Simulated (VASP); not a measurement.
Input of a VASP 6.6.1 run:

The input INCAR:

```
SYSTEM = Cr
PREC = Accurate ; ENCUT = 520
EDIFF = 1E-7 ; ISMEAR = 0
SIGMA = 0.15 ; LREAL = .False.
LASPH = .True. ; NELM = 80
ALGO = Fast ; ISIF = 2
LWAVE = .False. ; LCHARG = .False.
GGA = PE ; NBANDS = 12
```

File KPOINTS:

```
regular mesh
0
Gamma
  24 24 24
  0 0 0
```

The input POSCAR:

```
Cr
1.0
   -1.4996280000      1.4996280000      1.3842720000
    1.4996280000     -1.4996280000      1.3842720000
    1.4996280000      1.4996280000     -1.3842720000
Cr
1
Direct
    0.0000000000      0.0000000000      0.0000000000
```

Potentials or basis: VASP PAW PBE potentials, release 64 (Cr_pv).

Run with:

```sh
$ cat potpaw_PBE.64/Cr_pv/POTCAR > POTCAR
$ mpirun -np 1 vasp_std > vasp.out
```

Question: Predict the pressure.

Answer: -15.9 GPa.

Question: Predict the band gap on the k mesh.

Answer: Zero (band 6 reaches 12.10 eV, above the bottom of band 7 at 9.21 eV).

Stress tensor (GPa, compression positive):
```
-23.67   0.00   0.00
  0.00 -23.67   0.00
  0.00   0.00  -0.47
```

Caveat: the cell differs from its parent crystal (strain +0.040 along x and y, -0.040 along z); the run has no spin polarisation, though such a crystal can be magnetic. Spin polarisation is off, so any magnetic state and its effect on volume and gap are missing.
